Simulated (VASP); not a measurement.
# TiO2 (Rutile) (P4_2/mnm) in VASP: single point with PBEsol

Aim: the single point of TiO2 (Rutile) with PBEsol.

Program: VASP 6.6.1. These are calculated values, not measurements. Logs are shortened: lines on timing, memory, paths and dates and some standing lists are left out, and cuts for length are marked.

**Measured values to compare with.**

“Shallow Valence Band of Rutile GeO2 and P-type Doping”, 2020, arxiv:2011.08928 quotes, for a bulk crystal of TiO2 at 1.6 K: band gap 3.03 eV (direct).

The runs below are set against these values where they give the same quantity.

## Step 1: The cell of the first run

Symmetry: P4_2/mnm, No. 136, tetragonal system. The conventional cell has a = 4.592 Å, b = 4.592 Å, c = 2.957 Å, α = 90.00°, β = 90.00°, γ = 90.00°. Within 2.6 Å of Ti (site symmetry mmm) lie 6 O at 1.95 to 1.98 Å. O (site symmetry m2m) has 3 Ti at 1.95 to 1.98 Å and 1 O at 2.53 Å within 2.6 Å.

## Step 2: Single point, PBEsol

INCAR

```
PREC     = Accurate       # precision mode
ENCUT    = 600            # plane-wave cutoff, eV
EDIFF    = 1E-6           # SCF threshold, eV
ISMEAR   = 0              # smearing method
SIGMA    = 0.01           # smearing width, eV
LREAL    = False          # projectors in reciprocal space
LASPH    = True           # aspherical terms in the spheres
NELM     = 120            # most SCF steps
ALGO     = Normal         # electronic algorithm
ISIF     = 2              # what is computed and relaxed
LWAVE    = False          # write WAVECAR
LCHARG   = True           # write CHGCAR
GGA      = PS             # functional
LELF     = True           # ELF
LVHAR    = True         
NBANDS   = 33             # bands
GGA_COMPAT= False
```

KPOINTS

```
Automatic mesh
0
Gamma
  5 5 7
```

POSCAR

```
TiO2
1.0
    4.5922000000      0.0000000000      0.0000000000
    0.0000000000      4.5922000000      0.0000000000
    0.0000000000      0.0000000000      2.9574000000
Ti O
2 4
Direct
    0.0000000000      0.0000000000      0.0000000000
    0.5000000000      0.5000000000      0.5000000000
    0.3049600000      0.3049600000      0.0000000000
    0.1950400000      0.8049600000      0.5000000000
    0.6950400000      0.6950400000      0.0000000000
    0.8049600000      0.1950400000      0.5000000000
```

Potentials or basis: VASP PAW PBE potentials, release 64 (Ti_sv, O).

Started as:

```
cat potpaw_PBE.64/Ti_sv/POTCAR potpaw_PBE.64/O/POTCAR > POTCAR
mpirun -np 1 vasp_std > vasp.out
```

OUTCAR:

```text
PREC = Accurate
   ENCUT = 600
   EDIFF = 1E-6
   ISMEAR = 0
   LREAL = False
   LASPH = True
   NELM = 120
   ISIF = 2
   GGA = PS

 ion  position               nearest neighbor table
   1  0.000  0.000  0.000-   4 1.95   6 1.95   4 1.95   6 1.95   5 1.98   3 1.98
   2  0.500  0.500  0.500-   3 1.95   5 1.95   3 1.95   5 1.95   4 1.98   6 1.98
   3  0.305  0.305  0.000-   2 1.95   2 1.95   1 1.98
   4  0.195  0.805  0.500-   1 1.95   1 1.95   2 1.98
   5  0.695  0.695  0.000-   2 1.95   2 1.95   1 1.98
   6  0.805  0.195  0.500-   1 1.95   1 1.95   2 1.98

  LATTYP: Found a simple tetragonal cell.
 ALAT       =     4.5922000000
 C/A-ratio  =     0.6440050520

  Lattice vectors:

 A1 = (   4.5922000000,   0.0000000000,   0.0000000000)
 A2 = (   0.0000000000,   4.5922000000,   0.0000000000)
 A3 = (   0.0000000000,   0.0000000000,   2.9574000000)

Analysis of symmetry for initial positions (statically):
=====================================================================
 Subroutine PRICEL returns:
 Original cell was already a primitive cell.

 Routine SETGRP: Setting up the symmetry group for a
 simple tetragonal supercell.

 Subroutine GETGRP returns: Found 16 space group operations
 (whereof  8 operations were pure point group operations)
 out of a pool of 16 trial point group operations.

The static configuration has the point symmetry D_2h.
 The point group associated with its full space group is D_4h.

Analysis of symmetry for dynamics (positions and initial velocities):
=====================================================================
 Subroutine PRICEL returns:
 Original cell was already a primitive cell.

 Routine SETGRP: Setting up the symmetry group for a
 simple tetragonal supercell.

 Subroutine GETGRP returns: Found 16 space group operations
 (whereof  8 operations were pure point group operations)
 out of a pool of 16 trial point group operations.

The dynamic configuration has the point symmetry D_2h.
 The point group associated with its full space group is D_4h.

 Subroutine INISYM returns: Found 16 space group operations
 (whereof  8 operations are pure point group operations),
 and found     1 'primitive' translations

----------------------------------------------------------------------------------------

                                     Primitive cell

  volume of cell :      62.3665

  direct lattice vectors                    reciprocal lattice vectors
     4.592200000  0.000000000  0.000000000     0.217760550  0.000000000  0.000000000
     0.000000000  4.592200000  0.000000000     0.000000000  0.217760550  0.000000000
     0.000000000  0.000000000  2.957400000     0.000000000  0.000000000  0.338134848

  length of vectors
     4.592200000  4.592200000  2.957400000     0.217760550  0.217760550  0.338134848

  position of ions in fractional coordinates (direct lattice)
     0.000000000  0.000000000  0.000000000
     0.500000000  0.500000000  0.500000000
     0.304960000  0.304960000  0.000000000
     0.195040000  0.804960000  0.500000000
     0.695040000  0.695040000  0.000000000
     0.804960000  0.195040000  0.500000000

  ion indices of the primitive-cell ions
   primitive index   ion index
                 1           1
                 2           2
                 3           3
                 4           4
                 5           5
                 6           6

----------------------------------------------------------------------------------------

 KPOINTS: Automatic mesh

Automatic generation of k-mesh.
 Grid dimensions read from file:
 generate k-points for:    5    5    7

 Generating k-lattice:

  Cartesian coordinates                     Fractional coordinates (reciprocal lattice)
     0.043552110  0.000000000  0.000000000     0.200000000  0.000000000  0.000000000
     0.000000000  0.043552110  0.000000000     0.000000000  0.200000000  0.000000000
     0.000000000  0.000000000  0.048304978     0.000000000  0.000000000  0.142857143

  Length of vectors
     0.043552110  0.043552110  0.048304978

  Shift w.r.t. Gamma in fractional coordinates (k-lattice)
     0.000000000  0.000000000  0.000000000

 Subroutine IBZKPT returns following result:
 ===========================================

 Found     24 irreducible k-points:

 Following reciprocal coordinates:
            Coordinates               Weight
  0.000000  0.000000  0.000000      1.000000
  0.200000  0.000000  0.000000      4.000000
  0.400000  0.000000  0.000000      4.000000
  0.200000  0.200000  0.000000      4.000000
  0.400000  0.200000  0.000000      8.000000
  0.400000  0.400000  0.000000      4.000000
[... 16 lines left out ...]
  0.400000  0.200000  0.428571     16.000000
  0.400000  0.400000  0.428571      8.000000
   k-points           NKPTS =     24   k-points in BZ     NKDIM =     24   number of bands    NBANDS=     33
   number of dos      NEDOS =    301   number of ions     NIONS =      6
   total plane-waves  NPLWV =  38400
   dimension x,y,z NGX =    40 NGY =   40 NGZ =   24
   dimension x,y,z NGXF=    80 NGYF=   80 NGZF=   48
   ions per type =               2   4
   NGX,Y,Z   is equivalent  to a cutoff of  14.48, 14.48, 13.49 a.u.
   NGXF,Y,Z  is equivalent  to a cutoff of  28.96, 28.96, 26.98 a.u.
 SYSTEM =  unknown system
   PREC   = accura    normal or accurate (medium, high low for compatibility)
   ISTART =      0    job   : 0-new  1-cont  2-samecut
   ICHARG =      2    charge: 1-file 2-atom 10-const
   ISPIN  =      1    spin polarized calculation?
   LNONCOLLINEAR =      F non collinear calculations
   LSORBIT =      F    spin-orbit coupling
   LASPH  =      T    aspherical Exc in radial PAW
   ENCUT  =  600.0 eV  44.10 Ry    6.64 a.u.   9.17  9.17  5.91*2*pi/ulx,y,z
   NELM   =    120;   NELMIN=  2; NELMDL= -5     # of ELM steps
   EDIFF  = 0.1E-05   stopping-criterion for ELM
   LREAL  =      F    real-space projection
[... 7 lines left out ...]
   TEBEG  =    0.0;   TEEND  =   0.0 temperature during run
   PSTRESS=    0.0 pullay stress
   NELECT =      48.0000    total number of electrons
   NUPDOWN=      -1.0000    fix difference up-down
   EMIN   =  10.00;   EMAX   =-10.00  energy-range for DOS
   EFERMI =   0.00;   METHOD = LEGACY
   ISMEAR =     0;   SIGMA  =   0.01  broadening in eV -4-tet -1-fermi 0-gaus
   EFERMI_NEDOS =   21; number of points for ismear=-14 and -15
   IALGO  =     38    algorithm
   IMIX   =      4    mixing-type and parameters
     AMIX     =   0.40;   BMIX     =  1.00
     AMIX_MAG =   1.60;   BMIX_MAG =  1.00
  volume/ion in A,a.u.               =      10.39        70.15
  Fermi-wavevector in a.u.,A,eV,Ry     =   1.500277  2.835112 30.624403  2.250830
  Thomas-Fermi vector in A             =   2.611798
   LORBIT       =      0    0 simple, 1 ext, 2 COOP (PROOUT), +10 PAW based schemes
   GGA     = PS    functional components
   LHFCALC =     F    Hartree Fock is set to
   AEXX    =    0.0000 exact exchange contribution
   IVDW    =     0    specifies the selected vdW correction
   LEPSILON=     F    determine dielectric tensor
   LRPA    =     F    only Hartree local field effects (RPA)
 non-spin polarized calculation
 Gauss-broadening in eV      SIGMA  =   0.01
  energy-cutoff  :      600.00
  volume of cell :       62.37
 maximum number of plane-waves:      2097
 NGX is ok and might be reduce to    40
   NGX = 19   NGY = 19   NGZ = 11

 number of electron      47.9999989 magnetization

 Free energy of the ion-electron system (eV)
  ---------------------------------------------------
  ext. energy  EPLUGINS =         0.00000000
  ---------------------------------------------------
  free energy    TOTEN  =       -56.10461148 eV

  energy without entropy =      -56.10461148  energy(sigma->0) =      -56.10461148

 E-fermi :   4.9041     XC(G=0): -11.7076

 val. band max:        4.7413778534   @ k =   0.0000   0.0000   0.0000
 cond. band min:       6.5774584480   @ k =   0.0000   0.0000   0.0000
 fundamental gap:      1.8360805946
 Fermi energy:         4.9041030200

 k-point     1 :       0.0000    0.0000    0.0000
  band No.  band energies     occupation
      1     -51.9135      2.00000
      2     -51.8956      2.00000
      3     -28.3377      2.00000
      4     -28.3377      2.00000
      5     -28.1672      2.00000
      6     -28.1672      2.00000
[... 25 lines left out ...]
     32      11.4099      0.00000
     33      11.4400      0.00000

 k-point     2 :       0.2000    0.0000    0.0000
  band No.  band energies     occupation
      1     -51.9118      2.00000
      2     -51.8973      2.00000
      3     -28.3248      2.00000
      4     -28.3236      2.00000
      5     -28.1829      2.00000
      6     -28.1816      2.00000
[... 25 lines left out ...]
     32      11.2783      0.00000
     33      11.3050      0.00000

 k-point     3 :       0.4000    0.0000    0.0000
  band No.  band energies     occupation
      1     -51.9073      2.00000
      2     -51.9018      2.00000
      3     -28.2935      2.00000
      4     -28.2912      2.00000
      5     -28.2177      2.00000
      6     -28.2154      2.00000
[... 25 lines left out ...]
     32      11.0700      0.00000
     33      11.1004      0.00000

 k-point     4 :       0.2000    0.2000    0.0000
  band No.  band energies     occupation
      1     -51.9104      2.00000
      2     -51.8987      2.00000
      3     -28.3422      2.00000
      4     -28.2897      2.00000
      5     -28.2187      2.00000
      6     -28.1645      2.00000
[... 673 lines left out ...]
     32      10.5603      0.00000
     33      10.7892      0.00000

 k-point    23 :       0.4000    0.2000    0.4286
  band No.  band energies     occupation
      1     -51.8652      2.00000
      2     -51.8642      2.00000
      3     -28.5625      2.00000
      4     -28.5572      2.00000
      5     -28.2000      2.00000
      6     -28.1869      2.00000
[... 25 lines left out ...]
     32      10.1340      0.00000
     33      11.3653      0.00000

 k-point    24 :       0.4000    0.4000    0.4286
  band No.  band energies     occupation
      1     -51.8649      2.00000
      2     -51.8645      2.00000
      3     -28.5558      2.00000
      4     -28.5525      2.00000
      5     -28.2075      2.00000
      6     -28.2013      2.00000
[... 25 lines left out ...]
     32      10.7122      0.00000
     33      10.7750      0.00000

------------------------ aborting loop because EDIFF is reached ----------------------------------------

  FORCE on cell =-STRESS in cart. coord.  units (eV):
  Direction    XX          YY          ZZ          XY          YZ          ZX
  --------------------------------------------------------------------------------------
  -------------------------------------------------------------------------------------
  Total       -0.2745918     -0.2745918     -0.9462906      0.0000000      0.0000000      0.0000000
  in kB       -7.0541785     -7.0541785    -24.3099150      0.0000000      0.0000000      0.0000000
  external PRESSURE =     -12.8060906 kB  Pullay stress =       0.0000000 kB

 VOLUME and BASIS-vectors are now :
 -----------------------------------------------------------------------------
  energy-cutoff  :      600.00
  volume of cell :       62.37
      direct lattice vectors                 reciprocal lattice vectors
     4.592200000  0.000000000  0.000000000     0.217760550  0.000000000  0.000000000
     0.000000000  4.592200000  0.000000000     0.000000000  0.217760550  0.000000000
     0.000000000  0.000000000  2.957400000     0.000000000  0.000000000  0.338134848

 POSITION                                       TOTAL-FORCE (eV/Angst)
 -----------------------------------------------------------------------------------
      0.00000      0.00000      0.00000        -0.000000      0.000000      0.000000
      2.29610      2.29610      1.47870        -0.000000      0.000000      0.000000
      1.40044      1.40044      0.00000        -0.037906     -0.037906     -0.000000
      0.89566      3.69654      1.47870         0.037906     -0.037906      0.000000
      3.19176      3.19176      0.00000         0.037906      0.037906      0.000000
      3.69654      0.89566      1.47870        -0.037906      0.037906      0.000000
 -----------------------------------------------------------------------------------
    total drift:                               -0.000000     -0.000000     -0.000000

  FREE ENERGIE OF THE ION-ELECTRON SYSTEM (eV)
  ---------------------------------------------------
  free  energy   TOTEN  =       -56.1046114768 eV

  energy  without entropy=      -56.1046114768  energy(sigma->0) =      -56.10461148
```

Run time: 74 s. Hardware: 1 thread of Intel Xeon 8259CL, shared host; peak memory 0.21 GiB.

Results:

| Quantity | Value |
| --- | --- |
| Free energy | -56.1046 eV |
| Pressure | -1.3 GPa |
| Largest force | 0.054 eV/Å |
| Band gap on the k mesh | 1.84 eV, direct |

Forces in eV/Å, atoms in the order of the input:
```
Ti   0.000  0.000  0.000
Ti   0.000  0.000  0.000
O   -0.038 -0.038  0.000
O    0.038 -0.038  0.000
O    0.038  0.038  0.000
O   -0.038  0.038  0.000
```

Stress tensor (GPa, compression positive):
```
-0.71  0.00  0.00
 0.00 -0.71  0.00
 0.00  0.00 -2.43
```

Caveat: the PAW data sets were made with another functional, which shifts forces and pressure a little.

## Step 3: Against experiment

Step 2. Against the measured gap of TiO2, 3.03 eV (direct; 1.6 K; quoted in “Shallow Valence Band of Rutile GeO2 and P-type Doping”, 2020, arxiv:2011.08928), the calculated 1.84 eV is off by -1.19 eV. 2 values of this kind are on record in papers (3.03 to 3.05 eV); this one was drawn at random among those near their median. The value is that of PBEsol on a finite k mesh, which can miss the band edges, without temperature or zero-point motion. Semilocal functionals fall short of measured gaps as a rule.
